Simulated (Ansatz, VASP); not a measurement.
HfC in VASP and in Ansatz

```xyz
2
Lattice="0.0000 2.3250 2.3250 2.3250 0.0000 2.3250 2.3250 2.3250 0.0000" Properties=species:S:1:pos:R:3 pbc="T T T"
Hf    2.3250    2.3250    2.3250
C     0.0000    0.0000    0.0000
```

Alike in both runs: task single point; functional PBE-based screened hybrid; k mesh 6 × 6 × 6; occupations gaussian, width 0.05 eV; no spin polarisation.

|  | VASP | Ansatz |
| --- | --- | --- |
| version | VASP 6.6.1 | Ansatz 0.2.0 |
| potentials or method | VASP PAW PBE potentials, release 64 (Hf_pv, C), cutoff 520 eV | scalar-relativistic, plane waves, PAW |
| valence electrons in the cell | 14 | 30 |

|  | VASP | Ansatz | Ansatz less VASP |
| --- | --- | --- | --- |
| gap on the k mesh at the Fermi level (eV) | none | none | - |
| pressure (GPa) | -3.1 | -0.6 | +2.58 |

VASP's potentials were made for PBE, not for PBE-based screened hybrid. A gap of «none» marks a metal or a gap that the smearing closes. VASP's potentials hold 14 valence electrons a cell and Ansatz's 30, so a difference there can come from the potentials and not from the codes. Ansatz's warnings: filled band counts differ across k points, stress exchange threshold loose, stress scf threshold loose.

The k mesh is coarse, so the values compare programs but aren't converged. Spin-orbit coupling is off throughout.
